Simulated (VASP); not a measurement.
Input of a VASP 6.6.1 run:

The input INCAR:

```
  ALGO = Normal
  EDIFF = 1E-6
  ENCUT = 520
  GGA = CA
  ISIF = 2
  ISMEAR = -1
  LASPH = T
  LCHARG = F
  LREAL = F
  LWAVE = F
  NBANDS = 18
  NELM = 80
  PREC = Accurate
  SIGMA = 0.1
```

Contents of KPOINTS:

```
k-points
0
Gamma
  12 12 12
```

POSCAR

```
ScPd
1.0
    3.2308216092      0.0000000000      0.0000000000
    0.0000000000      3.2308216092      0.0000000000
    0.0000000000      0.0000000000      3.2308216092
Sc Pd
1 1
Direct
    0.5000000000      0.5000000000      0.5000000000
    0.0000000000      0.0000000000      0.0000000000
```

Potentials or basis: VASP PAW LDA potentials, release 64 (Sc_sv, Pd).

Run with:

```sh
$ cat potpaw_LDA.64/Sc_sv/POTCAR potpaw_LDA.64/Pd/POTCAR > POTCAR
$ mpirun -np 1 vasp_std > vasp.out
```

Q: What does it give for the pressure?

A: 0.5 GPa.
